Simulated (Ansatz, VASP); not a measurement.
**LaSb: VASP beside Ansatz**

```
La Sb
1.0
     0.00000    3.22707    3.22707
     3.22707    0.00000    3.22707
     3.22707    3.22707    0.00000
La Sb
1 1
Direct
  0.00000 0.00000 0.00000
  0.50000 0.50000 0.50000
```

Alike in both runs: functional PBEsol; k mesh 9 × 9 × 9; occupations fermi-dirac, width 0.05 eV; no spin polarisation.

Ansatz relaxed the structure, and its values are those at the end. VASP's run is a single point on that final structure, the one shown.

|  | VASP | Ansatz |
| --- | --- | --- |
| version | VASP 6.6.1 | Ansatz 0.2.0 |
| potentials or method | VASP PAW PBE potentials, release 64 (La, Sb), cutoff 520 eV | all-electron LAPW, scalar-relativistic |

VASP gave:

```
pressure (GPa) : -0.1
```

Question: What did Ansatz give for the same quantities?

Answer: Pressure (GPa): 0.0.

VASP's potentials were made for PBE, not for PBEsol. Ansatz ran all-electron here, and VASP with PAW potentials.

Neither program's run includes spin-orbit coupling.
